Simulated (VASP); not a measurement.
The system is AgBr.

```xyz
2
Lattice="0.0000 2.8116 2.8116 2.8116 0.0000 2.8116 2.8116 2.8116 0.0000" Properties=species:S:1:pos:R:3 pbc="T T T"
Ag    0.0000    0.0000    0.0000
Br    2.8116    2.8116    2.8116
```

Base run:

| Property | Result |
| --- | --- |
| Program | VASP 6.6.1 |
| Functional | BLYP |
| Potentials or basis | VASP PAW PBE potentials, release 64 (Ag, Br) |
| Cutoff | 500 eV |
| k mesh | 8 × 8 × 8 |
| Occupations | fermi-dirac, width 0.05 eV |
| Spin | no spin polarisation |

Its results: band gap on the k mesh 0.76 eV, indirect (least direct gap 2.89 eV); pressure 10.6 GPa.

Q: The run is repeated on the same cell with these changes: functional from BLYP to RPBE. What comes out?

A: Band gap on the k mesh 0.83 eV, indirect (least direct gap 3.00 eV); pressure 8.9 GPa.

Caveats: the PAW data sets were made with another functional, which shifts forces and pressure a little.

A k mesh can miss the band edges.
